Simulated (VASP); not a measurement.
# WS2 (P6_3/mmc) in VASP: single point with PBE

Aim: the single point of WS2 with PBE.

Program: VASP 6.6.1. These are calculated values, not measurements. Logs are shortened: lines on timing, memory, paths and dates and some standing lists are left out, and cuts for length are marked.

## (1) The cell of the first run

The structure is hexagonal, space group P6_3/mmc (No. 194). The conventional cell has a = 3.188 Å, b = 3.188 Å, c = 14.775 Å, α = 90.00°, β = 90.00°, γ = 120.00°. W (site symmetry -6m2) has 6 S at 2.42 Å and 6 W at 3.19 Å within 3.2 Å. S (site symmetry 3m) has 3 W at 2.42 Å and 7 S at 3.14 to 3.19 Å within 3.2 Å.

## (2) Single point, PBE

Contents of INCAR:

```
  PREC = Accurate
  ENCUT = 520
  EDIFF = 1E-7
  ISMEAR = 0
  SIGMA = 0.05
  LREAL = F
  LASPH = T
  NELM = 100
  ALGO = Normal
  ISIF = 2
  LWAVE = F
  LCHARG = F
  GGA = PE
  NBANDS = 35
```

Contents of KPOINTS:

```
Automatic mesh
0
Gamma
  12 12 2
```

Contents of POSCAR:

```
WS2
1.0
    3.1877810823      0.0000000000      0.0000000000
   -1.5938905412      2.7606993989      0.0000000000
    0.0000000000      0.0000000000     14.7749669628
W S
2 4
Direct
    0.3333333333      0.6666666667      0.2500000000
    0.6666666667      0.3333333333      0.7500000000
    0.3333333333      0.6666666667      0.6436696629
    0.6666666667      0.3333333333      0.1436696629
    0.3333333333      0.6666666667      0.8563303371
    0.6666666667      0.3333333333      0.3563303371
```

Potentials or basis: VASP PAW PBE potentials, release 64 (W_sv, S).

Launch:

```
$ cat potpaw_PBE.64/W_sv/POTCAR potpaw_PBE.64/S/POTCAR > POTCAR
$ mpirun -np 1 vasp_std > vasp.out
```

OUTCAR:

```text
PREC = Accurate
   ENCUT = 520
   EDIFF = 1E-7
   ISMEAR = 0
   LREAL = F
   LASPH = T
   NELM = 100
   ISIF = 2
   GGA = PE

 ion  position               nearest neighbor table
   1  0.333  0.667  0.250-   4 2.42   6 2.42   4 2.42   6 2.42   4 2.42   6 2.42
   2  0.667  0.333  0.750-   3 2.42   5 2.42   3 2.42   5 2.42   3 2.42   5 2.42
   3  0.333  0.667  0.644-   2 2.42   2 2.42   2 2.42
   4  0.667  0.333  0.144-   1 2.42   1 2.42   1 2.42
   5  0.333  0.667  0.856-   2 2.42   2 2.42   2 2.42
   6  0.667  0.333  0.356-   1 2.42   1 2.42   1 2.42

  LATTYP: Found a hexagonal cell.
 ALAT       =     3.1877810823
 C/A-ratio  =     4.6348750373

  Lattice vectors:

 A1 = (   3.1877810823,   0.0000000000,   0.0000000000)
 A2 = (  -1.5938905412,   2.7606993989,   0.0000000000)
 A3 = (   0.0000000000,   0.0000000000,  14.7749669628)

Analysis of symmetry for initial positions (statically):
=====================================================================
 Subroutine PRICEL returns:
 Original cell was already a primitive cell.

 Routine SETGRP: Setting up the symmetry group for a
 hexagonal supercell.

 Subroutine GETGRP returns: Found 24 space group operations
 (whereof 12 operations were pure point group operations)
 out of a pool of 24 trial point group operations.

The static configuration has the point symmetry D_3d.
 The point group associated with its full space group is D_6h.

Analysis of symmetry for dynamics (positions and initial velocities):
=====================================================================
 Subroutine PRICEL returns:
 Original cell was already a primitive cell.

 Routine SETGRP: Setting up the symmetry group for a
 hexagonal supercell.

 Subroutine GETGRP returns: Found 24 space group operations
 (whereof 12 operations were pure point group operations)
 out of a pool of 24 trial point group operations.

The dynamic configuration has the point symmetry D_3d.
 The point group associated with its full space group is D_6h.

 Subroutine INISYM returns: Found 24 space group operations
 (whereof 12 operations are pure point group operations),
 and found     1 'primitive' translations

----------------------------------------------------------------------------------------

                                     Primitive cell

  volume of cell :     130.0272

  direct lattice vectors                    reciprocal lattice vectors
     3.187781082  0.000000000  0.000000000     0.313697827  0.181113525  0.000000000
    -1.593890541  2.760699399  0.000000000     0.000000000  0.362227050  0.000000000
[... 98 lines left out ...]
   NFREE  =      0    steps in history (QN), initial steepest desc. (CG)
   ISIF   =      2    stress and relaxation
   ISYM   =      2    0-nonsym 1-usesym 2-fastsym
   POTIM  = 0.5000    time-step for ionic-motion
   TEBEG  =    0.0;   TEEND  =   0.0 temperature during run
   PSTRESS=    0.0 pullay stress
   NELECT =      52.0000    total number of electrons
   NUPDOWN=      -1.0000    fix difference up-down
   EMIN   =  10.00;   EMAX   =-10.00  energy-range for DOS
   EFERMI =   0.00;   METHOD = LEGACY
   ISMEAR =     0;   SIGMA  =   0.05  broadening in eV -4-tet -1-fermi 0-gaus
   EFERMI_NEDOS =   21; number of points for ismear=-14 and -15
   IALGO  =     38    algorithm
   IMIX   =      4    mixing-type and parameters
     AMIX     =   0.40;   BMIX     =  1.00
     AMIX_MAG =   1.60;   BMIX_MAG =  1.00
  volume/ion in A,a.u.               =      21.67       146.24
  Fermi-wavevector in a.u.,A,eV,Ry     =   1.206141  2.279275 19.793414  1.454775
  Thomas-Fermi vector in A             =   2.341816
   LORBIT       =      0    0 simple, 1 ext, 2 COOP (PROOUT), +10 PAW based schemes
   GGA     = PE    functional components
   LHFCALC =     F    Hartree Fock is set to
   AEXX    =    0.0000 exact exchange contribution
   IVDW    =     0    specifies the selected vdW correction
   LEPSILON=     F    determine dielectric tensor
   LRPA    =     F    only Hartree local field effects (RPA)
 non-spin polarized calculation
 Gauss-broadening in eV      SIGMA  =   0.05
  energy-cutoff  :      520.00
  volume of cell :      130.03
 maximum number of plane-waves:      3524
 NGX is ok and might be reduce to    24
   NGX = 11   NGY = 11   NGZ = 55

 number of electron      52.0000004 magnetization

 Free energy of the ion-electron system (eV)
  ---------------------------------------------------
  ext. energy  EPLUGINS =         0.00000000
  ---------------------------------------------------
  free energy    TOTEN  =       -47.36389254 eV

  energy without entropy =      -47.36389254  energy(sigma->0) =      -47.36389254

 E-fermi :   5.1069     XC(G=0):  -9.5405

 val. band max:        4.7564005866   @ k =   0.0000   0.0000   0.0000
 cond. band min:       6.3873673777   @ k =   0.3333   0.3333   0.0000
 fundamental gap:      1.6309667911
 Fermi energy:         5.1068517786

 k-point     1 :       0.0000    0.0000    0.0000
  band No.  band energies     occupation
      1     -69.4668      2.00000
      2     -69.4668      2.00000
      3     -33.6949      2.00000
      4     -33.6949      2.00000
      5     -33.5509      2.00000
      6     -33.5509      2.00000
[... 901 lines left out ...]
     34       9.0132      0.00000
     35      11.2215      0.00000

 [... further k-points ...]

------------------------ aborting loop because EDIFF is reached ----------------------------------------

  FORCE on cell =-STRESS in cart. coord.  units (eV):
  Direction    XX          YY          ZZ          XY          YZ          ZX
  --------------------------------------------------------------------------------------
  -------------------------------------------------------------------------------------
  Total       -0.0265607     -0.0265607     -0.0229065      0.0000000     -0.0000000      0.0000000
  in kB       -0.3272778     -0.3272778     -0.2822508      0.0000000     -0.0000000      0.0000000
  external PRESSURE =      -0.3122688 kB  Pullay stress =       0.0000000 kB

 VOLUME and BASIS-vectors are now :
 -----------------------------------------------------------------------------
  energy-cutoff  :      520.00
  volume of cell :      130.03
      direct lattice vectors                 reciprocal lattice vectors
     3.187781082  0.000000000  0.000000000     0.313697827  0.181113525  0.000000000
    -1.593890541  2.760699399  0.000000000     0.000000000  0.362227050  0.000000000
     0.000000000  0.000000000 14.774966963     0.000000000  0.000000000  0.067682046

 POSITION                                       TOTAL-FORCE (eV/Angst)
 -----------------------------------------------------------------------------------
     -0.00000      1.84047      3.69374         0.000000      0.000000     -0.000000
      1.59389      0.92023     11.08123         0.000000     -0.000000     -0.000000
     -0.00000      1.84047      9.51020        -0.000000      0.000000     -0.004212
      1.59389      0.92023      2.12271         0.000000      0.000000     -0.004212
     -0.00000      1.84047     12.65225        -0.000000      0.000000      0.004212
      1.59389      0.92023      5.26477        -0.000000     -0.000000      0.004212
 -----------------------------------------------------------------------------------
    total drift:                               -0.000000      0.000000     -0.000000

  FREE ENERGIE OF THE ION-ELECTRON SYSTEM (eV)
  ---------------------------------------------------
  free  energy   TOTEN  =       -47.3638925420 eV

  energy  without entropy=      -47.3638925420  energy(sigma->0) =      -47.36389254
```

stdout:

```text
POSCAR found type information on POSCAR W S
 POSCAR found :  2 types and       6 ions
 scaLAPACK will be used
 LDA part: xc-table for (Slater+PW92), standard interpolation
 POSCAR, INCAR and KPOINTS ok, starting setup
 FFT: planning ... GRIDC
 FFT: planning ... GRID_SOFT
 FFT: planning ... GRID
 WAVECAR not read
 entering main loop
```

It took 4.6 min on 1 thread of Intel Xeon 8259CL, shared host; peak memory 0.32 GiB.

Results:

- Free energy: -47.3639 eV
- Pressure: 0.0 GPa
- Largest force: 0.004 eV/Å
- Band gap on the k mesh: 1.63 eV (least direct gap 1.80 eV)

Forces in eV/Å, atoms in the order of the input:
```
W    0.000  0.000  0.000
W    0.000  0.000  0.000
S    0.000  0.000 -0.004
S    0.000  0.000 -0.004
S    0.000  0.000  0.004
S    0.000  0.000  0.004
```

Levels at points of the mesh, in eV from the valence-band top:
| k point | band 23 | band 24 | band 25 | band 26 | band 27 | band 28 | band 29 | band 30 |
| --- | --- | --- | --- | --- | --- | --- | --- | --- |
| (0.00, 0.00, 0.00) | -1.80 | -1.80 | -0.43 | 0.00 | 2.69 | 2.69 | 2.69 | 2.69 |
| (0.50, 0.00, 0.00) | -1.47 | -1.45 | -1.12 | -1.10 | 2.65 | 2.65 | 3.07 | 3.13 |
| (0.00, 0.00, 0.50) | -1.80 | -1.80 | -0.18 | -0.18 | 2.69 | 2.69 | 2.69 | 2.69 |
| (0.50, 0.00, 0.50) | -1.46 | -1.46 | -1.11 | -1.11 | 2.65 | 2.65 | 3.10 | 3.10 |

Caveat: spin-orbit coupling is left out, which moves the levels of the heavy elements; this functional lacks dispersion, which binds the layers, so the pressure and a relaxed spacing across them are unreliable.
